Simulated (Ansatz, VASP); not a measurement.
## InPd in VASP and in Ansatz

File INCAR:

```
ALGO = Normal ; EDIFF = 1E-8
ENCUT = 470 ; GGA = PE
GGA_COMPAT = F ; ISIF = 2
ISMEAR = -1 ; LASPH = T
LCHARG = F ; LEFG = T
LREAL = F ; LWAVE = F
NBANDS = 22 ; NELM = 120
PREC = Accurate ; SIGMA = 0.05
```

The input KPOINTS:

```
k-points
0
Gamma
  9 9 9
```

The input POSCAR:

```
InPd
1.0
    3.2718847800      0.0000000000      0.0000000000
    0.0000000000      3.2718847800      0.0000000000
    0.0000000000      0.0000000000      3.2718847800
In Pd
1 1
Direct
   -0.1050000000     -0.1050000000     -0.1050000000
    0.6050000000      0.6050000000      0.6050000000
```

Input for Ansatz:

```yaml
crystal:
  lattice:
    - [3.27188478, 0.0, 0.0]
    - [0.0, 3.27188478, 0.0]
    - [0.0, 0.0, 3.27188478]
  atoms:
    - { symbol: In, position: [-0.105, -0.105, -0.105] }
    - { symbol: Pd, position: [0.605, 0.605, 0.605] }
kpoints:
  mp_grid: { grid: [9, 9, 9] }
scf:
  occupations: { method: fermi_dirac, width: 0.05 }
hamiltonian:
  xc: pbe
  pseudopotentials: { kind: paw }
output:
  forces: true
  stress: true
  eigenvalues: true
  efg: { contact_densities: true }
  populations: true
  write_density: true
  write_potential: true
  elf: true
  volumetric_format: npy
```

Change from the starting cell: shortest bond scaled by 0.58, PAW files.

Alike in both runs: task electric field gradients; functional PBE; k mesh 9 × 9 × 9; occupations fermi-dirac, width 0.05 eV; no spin polarisation.

|  | VASP | Ansatz |
| --- | --- | --- |
| version | VASP 6.6.1 | Ansatz 0.2.0 |
| potentials or method | VASP PAW PBE potentials, release 64 (In_d, Pd_sv_GW) | PAW with Ansatz's default frozen-core files, scalar-relativistic |
| plane-wave cutoff (eV) | 470 | 420 |
| valence electrons in the cell | 31 | 31 |

|  | VASP | Ansatz | Ansatz less VASP |
| --- | --- | --- | --- |
| rms of the force components (eV/Å) | 34.147 | 42.506 | +8.3592 |
| size of Vzz on the site where it differs most (V/Å²) | 192.9 | 170.4 | -22.53 |

Atom by atom the forces differ by 8.359 eV/Å (rms over components). One of these differences is far larger than is usual between the two programs; its cause wasn't traced.

Noted on VASP's run: the cell as given lies far from equilibrium.
